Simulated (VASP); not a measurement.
# BAs (I-4m2) in VASP: notebook, part 2 of 2

VASP 6.6.1. The steps go on from the part before.

**4. Single point, LDA (strain +0.080 along x and y, +0.040 along z)**

INCAR reads:

```
ALGO = Normal
EDIFF = 1E-7
ENCUT = 520
ISIF = 2
ISMEAR = 0
LASPH = T
LCHARG = F
LREAL = F
LWAVE = F
NBANDS = 11
NELM = 60
PREC = Accurate
SIGMA = 0.05
```

KPOINTS reads:

```
k-points
0
Gamma
  10 10 10
```

POSCAR reads:

```
BAs
1.0
    0.0000000000      2.5795800000      2.4840400000
    2.5795800000      0.0000000000      2.4840400000
    2.5795800000      2.5795800000      0.0000000000
B As
1 1
Direct
    0.0000000000      0.0000000000      0.0000000000
    0.7500000000      0.7500000000      0.7500000000
```

Potentials or basis: VASP PAW LDA potentials, release 64 (B, As).

Launch:

```bash
> cat potpaw_LDA.64/B/POTCAR potpaw_LDA.64/As/POTCAR > POTCAR
> mpirun -np 1 vasp_std > vasp.out
```

OUTCAR:

```text
EDIFF = 1E-7
   ENCUT = 520
   ISIF = 2
   ISMEAR = 0
   LASPH = T
   LREAL = F
   NELM = 60
   PREC = Accurate

 ion  position               nearest neighbor table
   1  0.000  0.000  0.000-   2 2.21   2 2.21   2 2.21   2 2.21
   2  0.750  0.750  0.750-   1 2.21   1 2.21   1 2.21   1 2.21

  LATTYP: Found a body centered tetragonal cell.
 ALAT       =     3.6480770212
 C/A-ratio  =     1.3618352823

  Lattice vectors:

 A1 = (   0.0000000000,  -2.5795800000,  -2.4840400000)
 A2 = (   0.0000000000,   2.5795800000,  -2.4840400000)
 A3 = (   2.5795800000,   0.0000000000,   2.4840400000)

Analysis of symmetry for initial positions (statically):
=====================================================================
 Subroutine PRICEL returns:
 Original cell was already a primitive cell.

 Routine SETGRP: Setting up the symmetry group for a
 body centered tetragonal supercell.

 Subroutine GETGRP returns: Found  8 space group operations
 (whereof  8 operations were pure point group operations)
 out of a pool of 16 trial point group operations.

The static configuration has the point symmetry D_2d.

Analysis of symmetry for dynamics (positions and initial velocities):
=====================================================================
 Subroutine PRICEL returns:
 Original cell was already a primitive cell.

 Routine SETGRP: Setting up the symmetry group for a
 body centered tetragonal supercell.

 Subroutine GETGRP returns: Found  8 space group operations
 (whereof  8 operations were pure point group operations)
 out of a pool of 16 trial point group operations.

The dynamic configuration has the point symmetry D_2d.

 Subroutine INISYM returns: Found  8 space group operations
 (whereof  8 operations are pure point group operations),
 and found     1 'primitive' translations

----------------------------------------------------------------------------------------

                                     Primitive cell

  volume of cell :      33.0588
[... 116 lines left out ...]
   AEXX    =    0.0000 exact exchange contribution
   IVDW    =     0    specifies the selected vdW correction
   LEPSILON=     F    determine dielectric tensor
   LRPA    =     F    only Hartree local field effects (RPA)
 non-spin polarized calculation
 Gauss-broadening in eV      SIGMA  =   0.05
  energy-cutoff  :      520.00
  volume of cell :       33.06
 maximum number of plane-waves:       925
   NGX = 13   NGY = 13   NGZ = 13

 number of electron       7.9999999 magnetization

 Free energy of the ion-electron system (eV)
  ---------------------------------------------------
  ext. energy  EPLUGINS =         0.00000000
  ---------------------------------------------------
  free energy    TOTEN  =       -12.42502625 eV

  energy without entropy =      -12.42502625  energy(sigma->0) =      -12.42502625

 E-fermi :   4.5528     XC(G=0): -10.0008

 val. band max:        4.3560823178   @ k =   0.0000   0.0000   0.0000
 cond. band min:       5.1466898359   @ k =   0.4000   0.4000   0.0000
 fundamental gap:      0.7906075182
 Fermi energy:         4.5528005286

 k-point     1 :       0.0000    0.0000    0.0000
  band No.  band energies     occupation
      1      -9.6252      2.00000
      2       4.0498      2.00000
      3       4.0498      2.00000
      4       4.3561      2.00000
      5       6.5398      0.00000
      6       7.0270      0.00000
      7       7.2570      0.00000
      8       7.2570      0.00000
      9      12.6334      0.00000
     10      15.9803      0.00000
     11      16.7945      0.00000
[... 309 lines left out ...]
 k-point    24 :       0.4000    0.3000    0.0000
  band No.  band energies     occupation
      1      -7.4187      2.00000
      2      -1.6285      2.00000
      3       0.8230      2.00000
      4       1.1402      2.00000
      5       5.5801      0.00000
      6       7.1608      0.00000
      7      11.6895      0.00000
      8      11.9147      0.00000
      9      14.6635      0.00000
     10      17.7170      0.00000
     11      18.6646      0.00000

 [... further k-points ...]

------------------------ aborting loop because EDIFF is reached ----------------------------------------

  FORCE on cell =-STRESS in cart. coord.  units (eV):
  Direction    XX          YY          ZZ          XY          YZ          ZX
  --------------------------------------------------------------------------------------
  -------------------------------------------------------------------------------------
  Total       -4.5840083     -4.5840083     -3.3340950      0.0000000     -0.0000000      0.0000000
  in kB     -222.1618035   -222.1618035   -161.5853437      0.0000000     -0.0000000      0.0000000
  external PRESSURE =    -201.9696502 kB  Pullay stress =       0.0000000 kB

 VOLUME and BASIS-vectors are now :
 -----------------------------------------------------------------------------
  energy-cutoff  :      520.00
  volume of cell :       33.06
      direct lattice vectors                 reciprocal lattice vectors
     0.000000000  2.579580000  2.484040000    -0.193830003  0.193830003  0.201285003
     2.579580000  0.000000000  2.484040000     0.193830003 -0.193830003  0.201285003
     2.579580000  2.579580000  0.000000000     0.193830003  0.193830003 -0.201285003

 POSITION                                       TOTAL-FORCE (eV/Angst)
 -----------------------------------------------------------------------------------
      0.00000      0.00000      0.00000         0.000000      0.000000      0.000000
      3.86937      3.86937      3.72606        -0.000000     -0.000000     -0.000000
 -----------------------------------------------------------------------------------
    total drift:                               -0.000000     -0.000000      0.000000

  FREE ENERGIE OF THE ION-ELECTRON SYSTEM (eV)
  ---------------------------------------------------
  free  energy   TOTEN  =       -12.4250262511 eV

  energy  without entropy=      -12.4250262511  energy(sigma->0) =      -12.42502625
```

OSZICAR:

```text
N       E                     dE             d eps       ncg     rms          rms(c)
DAV:   1     0.112528351848E+02    0.11253E+02   -0.35832E+03  2244   0.622E+02
DAV:   2    -0.119542129473E+02   -0.23207E+02   -0.22202E+02  3095   0.967E+01
DAV:   3    -0.128113556225E+02   -0.85714E+00   -0.85486E+00  2779   0.178E+01
DAV:   4    -0.128148341206E+02   -0.34785E-02   -0.34782E-02  2471   0.128E+00
DAV:   5    -0.128148422066E+02   -0.80859E-05   -0.80859E-05  2697   0.668E-02    0.375E+00
DAV:   6    -0.124758698380E+02    0.33897E+00   -0.10870E+00  2328   0.371E+00    0.182E+00
DAV:   7    -0.124351244918E+02    0.40745E-01   -0.80657E-02  2619   0.151E+00    0.782E-01
DAV:   8    -0.124250012168E+02    0.10123E-01   -0.16466E-02  2526   0.659E-01    0.788E-02
DAV:   9    -0.124250118366E+02   -0.10620E-04   -0.74475E-04  2418   0.146E-01    0.387E-02
DAV:  10    -0.124250253775E+02   -0.13541E-04   -0.72617E-05  2406   0.481E-02    0.937E-03
DAV:  11    -0.124250263317E+02   -0.95414E-06   -0.10027E-06  2748   0.711E-03    0.672E-03
DAV:  12    -0.124250262511E+02    0.80631E-07   -0.88020E-07  2382   0.378E-03
   1 F= -.12425026E+02 E0= -.12425026E+02  d E =-.534385E-11
```

Run time: 16 s. Hardware: 1 thread of AMD EPYC 9R45 (Zen 5), shared host; peak memory 0.13 GiB.

What came out:

```yaml
Free_energy: -12.4250 eV
Pressure: -20.2 GPa
Band_gap_on_the_k_mesh: 0.79 eV, indirect (least direct gap 2.18 eV)
```

Caveat: the cell differs from its parent crystal (strain +0.080 along x and y, +0.040 along z).

**5. Summary**

| cell | gap on the mesh (eV) | pressure (GPa) |
| --- | --- | --- |
| a = 3.389, b = 3.389, c = 3.108 Å, angles 62.7, 62.7, 54.6°, 2 atoms | none | 11.2 |
| a = 3.246, b = 3.246, c = 3.378 Å, angles 58.6, 58.6, 62.7°, 2 atoms | none | 10.1 |
| a = 3.581, b = 3.581, c = 3.648 Å, angles 59.4, 59.4, 61.2°, 2 atoms | 0.79 | -20.2 |

Alike in all rows: task single point; level LDA; potentials or basis VASP PAW LDA potentials, release 64 (B, As); no spin polarisation; k mesh 10 × 10 × 10; cutoff (eV) 520; smearing gaussian 0.05 eV.

Total energies depend on the potentials used, so only differences within one code and one set of settings carry meaning.
